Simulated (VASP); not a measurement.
Se: single point with PBE

Crystal: Se.

```
Se
1.0
     4.35517    0.04355    0.04355
    -2.13987    3.74991    0.01594
     0.04949    0.04949    4.94945
Se
3
Direct
  0.21700 0.00000 0.16667
  0.00000 0.21700 0.83333
  0.78300 0.78300 0.50000
```

This cell differs from its parent crystal: equal xy, yz and zx shear strains of +2 %.

* Program: VASP 6.6.1
* Task: single point
* Functional: PBE
* Potentials or basis: VASP PAW PBE potentials, release 64 (Se)
* Cutoff: 520 eV
* k mesh: 8 × 8 × 6
* Occupations: fermi-dirac, width 0.03 eV
* Spin: no spin polarisation

```json
{
 "Pressure": "5.7 GPa",
 "Largest force": "1.331 eV/Å",
 "Band gap on the k mesh": "1.04 eV (least direct gap 1.16 eV)"
}
```

Forces in eV/Å, atoms in the order of the input:
```
Se   1.316  0.053 -0.192
Se  -0.612  0.905 -0.164
Se  -0.705 -0.958  0.356
```

Stress tensor (GPa, compression positive):
```
 5.28  0.25 -0.65
 0.25  4.29 -1.10
-0.65 -1.10  7.67
```

Levels at points of the mesh, in eV from the valence-band top:
| k point | band 7 | band 8 | band 9 | band 10 | band 11 | band 12 |
| --- | --- | --- | --- | --- | --- | --- |
| (0.00, 0.00, 0.00) | -2.26 | -2.22 | -0.46 | 1.86 | 2.14 | 2.42 |
| (0.50, 0.00, 0.00) | -2.94 | -1.99 | -1.06 | 2.03 | 2.58 | 4.37 |
| (0.00, 0.50, 0.00) | -3.06 | -2.02 | -1.11 | 2.04 | 2.59 | 4.16 |
| (0.50, 0.50, 0.00) | -3.01 | -2.02 | -1.14 | 1.95 | 2.58 | 4.30 |
| (0.00, 0.00, 0.50) | -1.70 | -1.53 | -1.27 | 1.19 | 1.37 | 1.43 |
| (0.50, 0.00, 0.50) | -1.86 | -1.50 | 0.00 | 1.51 | 2.76 | 3.14 |
| (0.00, 0.50, 0.50) | -1.93 | -1.46 | -0.07 | 1.45 | 2.79 | 3.09 |
| (0.50, 0.50, 0.50) | -1.94 | -1.49 | -0.06 | 1.49 | 2.76 | 3.17 |

Run time: 4.8 min on 1 thread of Intel Xeon 8259CL, with other jobs on the host, peak memory 0.33 GiB.

Caveat: the cell differs from its parent crystal (equal xy, yz and zx shear strains of +2 %); the cell stands under pressure; forces of over 1 eV/Å act on the atoms, so gaps and moduli don't describe the material at rest. A k mesh can miss the band edges.
